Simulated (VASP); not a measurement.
Set up this calculation in VASP 6.6.1, as the native input.

```
Task                   : single point
Functional             : LDA
Potentials or basis    : VASP PAW LDA potentials, release 64 (Sr_sv, Mg, Bi_d)
Cutoff                 : 520 eV
k mesh                 : 9 × 9 × 6
Occupations            : gaussian, width 0.03 eV
Spin                   : no spin polarisation
Dipole correction      : no
Further INCAR settings : ALGO = Normal; EDIFF = 1e-06; NBANDS = 30
```

The structure of SrMg2Bi2 lies in POSCAR:

```
SrMg2Bi2
1.0
    4.8297132900      0.0000000000      0.0000000000
   -2.4148566450      4.1826544022      0.0000000000
    0.0000000000      0.0000000000      7.9828881300
Sr Mg Bi
1 2 2
Direct
    0.0000000000      0.0000000000      0.0000000000
    0.6666666667      0.3333333333      0.3750441600
    0.3333333333      0.6666666667      0.6249558400
    0.6666666667      0.3333333333      0.7467348600
    0.3333333333      0.6666666667      0.2532651400
```

These files were run (other wordings do the same):

INCAR

```
PREC     = Accurate       # precision mode
ENCUT    = 520            # plane-wave cutoff, eV
EDIFF    = 1E-6           # SCF threshold, eV
ISMEAR   = 0              # smearing method
SIGMA    = 0.03           # smearing width, eV
LREAL    = F              # projectors in reciprocal space
LASPH    = T              # aspherical terms in the spheres
NELM     = 100            # most SCF steps
ALGO     = Normal         # electronic algorithm
ISIF     = 2              # what is computed and relaxed
LWAVE    = F              # write WAVECAR
LCHARG   = F              # write CHGCAR
GGA      = CA             # functional
NBANDS   = 30             # bands
```

KPOINTS

```
Automatic mesh
0
Gamma
  9 9 6
```

Potentials or basis: VASP PAW LDA potentials, release 64 (Sr_sv, Mg, Bi_d).

Command:

```bash
$ cat potpaw_LDA.64/Sr_sv/POTCAR potpaw_LDA.64/Mg/POTCAR potpaw_LDA.64/Bi_d/POTCAR > POTCAR
$ mpirun -np 1 vasp_std > vasp.out
```

Results of the run:

| Quantity | Value |
| --- | --- |
| Pressure | -2.3 GPa |
| Largest force | 0.052 eV/Å |
| Band gap on the k mesh | 0.40 eV, direct |

Caveat: spin-orbit coupling is left out, which moves the levels of the heavy elements.

It took 2.8 min on 1 thread of AMD EPYC 9R14 (Zen 4) (shared host), peak memory 0.4 GiB.
